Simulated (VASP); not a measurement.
K, 1 atom in the cell. It takes space group Pm-3m (No. 221, cubic). The conventional cell has a = 4.302 Å, b = 4.302 Å, c = 4.302 Å, α = 90.00°, β = 90.00°, γ = 90.00°. K (site symmetry m-3m) has 6 K at 4.30 Å within 5.6 Å. 

```yaml
Program: VASP 6.6.1
Task: relaxation of cell and atoms
Functional: PBE
Potentials_or_basis: VASP PAW PBE potentials, release 64 (K_sv)
Cutoff: 600 eV
k_mesh: 10 × 10 × 10
Occupations: fermi-dirac, width 0.08 eV
Spin: no spin polarisation
Dipole_correction: no
Further_INCAR_settings: ALGO = Normal; EDIFF = 1e-06; IBRION = 2; EDIFFG = -0.005; NSW = 60; ISIF = 3
```

Potentials or basis: VASP PAW PBE potentials, release 64 (K_sv).

Run with:

```sh
$ cat potpaw_PBE.64/K_sv/POTCAR > POTCAR
$ mpirun -np 1 vasp_std > vasp.out
```

Hardware: 1 thread of Intel Xeon 6975P-C, with other jobs on the host.

**Question.** Estimate the wall time of this run.

**Answer.** Run time: 39 s on 1 thread of Intel Xeon 6975P-C, with other jobs on the host, peak memory 0.23 GiB. Counts: scf iterations 16, k points 56, ion steps 2.
